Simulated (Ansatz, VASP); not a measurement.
## Be: VASP beside Ansatz

```
Be
1.0
     2.65709    0.00000    0.00000
     0.00000    2.65709    0.00000
     0.00000    0.00000    2.31327
Be
1
Cartesian
  1.3285 1.3285 0.0000
```

Alike in both runs: task single point; functional PBE; k mesh 6 × 6 × 8; occupations gaussian, width 0.1 eV; no spin polarisation.

```csv
,VASP,Ansatz
version,VASP 6.6.1,Ansatz 0.2.0
potentials or method,"VASP PAW PBE potentials, release 64 (Be), cutoff 520 eV","scalar-relativistic, plane waves, PAW"
valence electrons in the cell,2,2
```

VASP gave:

```
gap on the k mesh at the Fermi level (eV)                     : none
pressure (GPa)                                                : -15.6
traceless stress, the component that is largest in VASP (GPa) : -1.72
```

Task: Estimate Ansatz's values.

Result: gap on the k mesh at the Fermi level (eV): none; pressure (GPa): -15.6; traceless stress, the component that is largest in VASP (GPa): -1.77.

A gap of «none» marks a metal or a gap that the smearing closes.

The k mesh is coarse, so the values compare programs but aren't converged.
